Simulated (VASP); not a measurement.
Crystal: B3P2.

```
B P
1.0
     4.25224    0.00000    0.00000
     0.67006    4.33861    0.00000
     0.56684    1.10527    3.31185
B P
3 2
Direct
  0.87101 0.74877 0.40756
  0.09879 0.67390 0.81083
  0.54950 0.23553 0.93155
  0.13377 0.40070 0.06819
  0.99807 0.13093 0.72994
```

The cell was generated, and may not be a known phase.

```yaml
Program: VASP 6.6.1
Task: relaxation of cell and atoms
Functional: PBE
Potentials_or_basis: VASP PAW PBE potentials, release 64 (B, P)
Cutoff: 600 eV
k_mesh: 4 × 4 × 6
Occupations: gaussian, width 0.1 eV
Spin: no spin polarisation
```

At the start: pressure 55.7 GPa; volume 12.22 Å³/atom.

Question: Where does the relaxation end?

Answer: Over 57 steps the energy falls by 2964.3 meV/atom and the volume is 11.31 Å³/atom (-7.4 %); space group P1 (No. 1, to 0.1 Å) before and after.

The path:
| step | energy change (eV) | largest force (eV/Å) | pressure (GPa) | volume (Å³) |
| --- | --- | --- | --- | --- |
| 1 | 0.0000 | 51.2317 | 55.66 | 61.10 |
| 3 | -5.3840 | 6.1936 | -3.91 | 104.12 |
| 5 | -5.8273 | 3.7451 | -8.79 | 107.39 |
| 7 | -8.3238 | 2.7491 | -10.63 | 89.14 |
| 9 | -9.6487 | 8.4362 | -3.75 | 73.91 |
| 11 | -10.3913 | 8.2625 | 2.99 | 66.78 |
| 13 | -11.2086 | 3.9002 | 1.17 | 65.02 |
| 15 | -11.6070 | 3.1341 | -0.95 | 64.41 |
| 17 | -12.2593 | 2.2073 | -5.01 | 63.68 |
| 19 | -12.3740 | 3.1869 | -4.94 | 63.24 |
| 21 | -13.1095 | 2.5130 | 0.16 | 58.44 |
| 23 | -13.6000 | 0.9926 | 2.90 | 56.00 |
| 25 | -13.7053 | 0.6914 | 0.63 | 56.82 |
| 27 | -13.7972 | 1.4028 | -1.45 | 57.89 |
| 29 | -14.0334 | 0.8569 | -4.28 | 57.96 |
| 31 | -14.0776 | 1.1523 | -4.76 | 57.92 |
| 33 | -14.2979 | 1.4673 | -2.38 | 56.81 |
| 35 | -14.3310 | 1.5837 | -1.28 | 56.41 |
| 37 | -14.5931 | 0.6625 | 2.06 | 55.66 |
| 39 | -14.6387 | 0.4583 | 1.65 | 55.98 |
| 41 | -14.6894 | 0.3125 | -1.39 | 57.09 |
| 43 | -14.7531 | 0.4589 | -0.72 | 56.86 |
| 45 | -14.7774 | 0.2685 | 0.19 | 56.51 |
| 47 | -14.7916 | 0.2247 | -0.12 | 56.57 |
| 49 | -14.8012 | 0.2385 | -0.05 | 56.49 |
| 51 | -14.8134 | 0.2588 | 0.18 | 56.30 |
| 53 | -14.8180 | 0.1472 | 0.28 | 56.31 |
| 55 | -14.8209 | 0.0600 | 0.06 | 56.50 |
| 57 | -14.8213 | 0.0312 | -0.06 | 56.56 |

Final structure:
```
B P
1.0
     3.21631   -0.05404    0.68937
     0.41732    5.85324   -1.35507
     1.04185    0.21862    3.16607
B P
3 2
Direct
  0.87291 0.66230 0.32178
  0.01198 0.37633 0.14908
  0.49681 0.26475 0.13277
  0.18862 0.75859 0.68823
  0.08083 0.12787 0.65621
```

Caveat: the k points lie up to 0.49 Å⁻¹ apart in the final cell, too coarse for converged energies and pressures of a metal; a cell axis changed by over 15 % at a fixed basis, so the end point is rough; an odd number of electrons without spin polarisation forces a metal; a magnetic or distorted state may lie lower.
